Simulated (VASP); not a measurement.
Crystal: TePb.

```
Pb Te
1.0
     4.60390    0.00000    0.00000
    -2.30195    3.98709    0.00000
     0.00000    0.00000    7.51816
Pb Te
2 2
Direct
  0.33333 0.66667 0.00000
  0.66667 0.33333 0.50000
  0.33333 0.66667 0.37500
  0.66667 0.33333 0.87500
```

* Program: VASP 6.6.1
* Task: relaxation of cell and atoms
* Functional: PBE
* Potentials or basis: VASP PAW PBE potentials, release 64 (Pb_d, Te)
* Cutoff: 600 eV
* k mesh: 6 × 6 × 4
* Occupations: fermi-dirac, width 0.02 eV
* Spin: no spin polarisation

At the start: pressure 17.8 GPa; volume 34.50 Å³/atom.

Problem. Where does the relaxation end?

Solution. Over 48 steps the energy falls by 646.8 meV/atom and the volume is 43.82 Å³/atom (+27.0 %); space group P6_3mc (No. 186, to 0.1 Å) before, P6_3/mmc (No. 194, to 0.1 Å).

Step by step:
| step | energy change (eV) | largest force (eV/Å) | pressure (GPa) | volume (Å³) |
| --- | --- | --- | --- | --- |
| 1 | 0.0000 | 0.0720 | 17.83 | 138.00 |
| 3 | -2.3433 | 0.0239 | 0.19 | 193.47 |
| 5 | -2.3455 | 0.0408 | -0.05 | 195.29 |
| 7 | -2.3517 | 0.2201 | 0.02 | 194.96 |
| 9 | -2.3539 | 0.2305 | 0.01 | 194.96 |
| 11 | -2.3637 | 0.2823 | -0.02 | 194.88 |
| 13 | -2.3734 | 0.6120 | -0.09 | 193.46 |
| 15 | -2.3809 | 0.4921 | -0.11 | 194.09 |
| 17 | -2.4033 | 0.4852 | -0.31 | 193.74 |
| 19 | -2.4405 | 0.4268 | -0.61 | 192.04 |
| 21 | -2.5563 | 0.0709 | -0.73 | 183.44 |
| 23 | -2.5660 | 0.0629 | -0.58 | 181.23 |
| 25 | -2.5722 | 0.0427 | -0.36 | 178.53 |
| 27 | -2.5837 | 0.0245 | -0.11 | 176.90 |
| 29 | -2.5841 | 0.0302 | 0.02 | 176.06 |
| 31 | -2.5847 | 0.0176 | 0.05 | 175.72 |
| 33 | -2.5852 | 0.0136 | 0.01 | 175.83 |
| 35 | -2.5862 | 0.0039 | -0.14 | 176.34 |
| 37 | -2.5869 | 0.0052 | -0.01 | 175.39 |
| 39 | -2.5870 | 0.0037 | 0.03 | 175.07 |
| 41 | -2.5870 | 0.0044 | 0.02 | 175.19 |
| 43 | -2.5870 | 0.0034 | 0.03 | 175.10 |
| 45 | -2.5870 | 0.0026 | 0.00 | 175.32 |
| 47 | -2.5870 | 0.0043 | 0.00 | 175.25 |
| 48 | -2.5870 | 0.0027 | 0.00 | 175.30 |

Final structure:
```yaml
crystal:
  lattice:
    - [5.52926, 0.00000, 0.00000]
    - [-2.76463, 4.78848, 0.00000]
    - [0.00000, 0.00000, 6.62077]
  atoms:
    - { symbol: Pb, position: [0.33333, 0.66667, 0.93972] }
    - { symbol: Pb, position: [0.66667, 0.33333, 0.43972] }
    - { symbol: Te, position: [0.33333, 0.66667, 0.43528] }
    - { symbol: Te, position: [0.66667, 0.33333, 0.93528] }
```

Caveat: the volume moved by over 15 % at a fixed basis, so the end points are rough.
